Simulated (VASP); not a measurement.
Write the native input for VASP 6.6.1 that does the following.

```
Task                   : single point
Functional             : PBE
Potentials or basis    : VASP PAW PBE potentials, release 64 (B, P)
Cutoff                 : 520 eV
k mesh                 : 8 × 8 × 8
Occupations            : gaussian, width 0.01 eV
Spin                   : no spin polarisation
Dipole correction      : no
Further INCAR settings : ALGO = Normal; EDIFF = 1e-06; NBANDS = 11
```

The structure of BP lies in POSCAR:

```
BP
1.0
    0.0000000000      2.2742189885      2.2742189885
    2.2742189885      0.0000000000      2.2742189885
    2.2742189885      2.2742189885      0.0000000000
B P
1 1
Direct
    0.0000000000      0.0000000000      0.0000000000
    0.2500000000      0.2500000000      0.2500000000
```

One way to write it, as run:

INCAR

```
PREC = Accurate
ENCUT = 520
EDIFF = 1E-6
ISMEAR = 0
SIGMA = 0.01
LREAL = F
LASPH = T
NELM = 80
ALGO = Normal
ISIF = 2
LWAVE = F
LCHARG = F
GGA = PE
NBANDS = 11
```

KPOINTS

```
Automatic mesh
0
Gamma
  8 8 8
```

Potentials or basis: VASP PAW PBE potentials, release 64 (B, P).

Launch:

```bash
$ cat potpaw_PBE.64/B/POTCAR potpaw_PBE.64/P/POTCAR > POTCAR
$ mpirun -np 1 vasp_std > vasp.out
```

Results of the run:

The pressure is -0.2 GPa and the band gap on the k mesh is 1.28 eV, indirect (least direct gap 3.39 eV).

Run time: 2.6 s on 1 thread of Intel(R) Xeon(R) 6975P-C (Granite Rapids), with other jobs on the host, peak memory 0.13 GiB.
